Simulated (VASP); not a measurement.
A run of VASP 6.6.1 is set up as follows.

INCAR

```
  ALGO = Normal
  EDIFF = 1E-7
  EDIFFG = -0.01
  ENCUT = 600
  GGA = RE
  IBRION = 2
  ISIF = 4
  ISMEAR = 0
  IVDW = 12
  LASPH = T
  LCHARG = F
  LREAL = F
  LWAVE = F
  NELM = 60
  NSW = 60
  PREC = Accurate
  SIGMA = 0.05
```

Contents of KPOINTS:

```
k-points
0
Gamma
  8 8 6
```

File POSCAR:

```
ZnO
1.0
    3.2362293537      0.0000000000      0.0000000000
   -1.6181146769      2.8026568328      0.0000000000
    0.0000000000      0.0000000000      5.2231606079
Zn O
2 2
Direct
    0.3333333333      0.6666666667      0.0015378783
    0.6666666667      0.3333333333      0.5015378783
    0.3333333333      0.6666666667      0.3805621217
    0.6666666667      0.3333333333      0.8805621217
```

Potentials or basis: VASP PAW PBE potentials, release 64 (Zn, O).

Launch:

```sh
$ cat potpaw_PBE.64/Zn/POTCAR potpaw_PBE.64/O/POTCAR > POTCAR
$ mpirun -np 1 vasp_std > vasp.out
```

Question: Predict the band gap on the k mesh.

Answer: 0.85 eV, direct.

Question: What does it give for the dispersion energy per atom?

Answer: -0.444 eV.

Final structure:
```yaml
crystal:
  lattice:
    - [3.23623, 0.00000, 0.00000]
    - [-1.61811, 2.80266, 0.00000]
    - [0.00000, 0.00000, 5.22316]
  atoms:
    - { symbol: Zn, position: [0.33333, 0.66667, 0.00154] }
    - { symbol: Zn, position: [0.66667, 0.33333, 0.50154] }
    - { symbol: O, position: [0.33333, 0.66667, 0.38056] }
    - { symbol: O, position: [0.66667, 0.33333, 0.88056] }
```

Caveat: the relaxation stopped at its first step, so nothing moved.
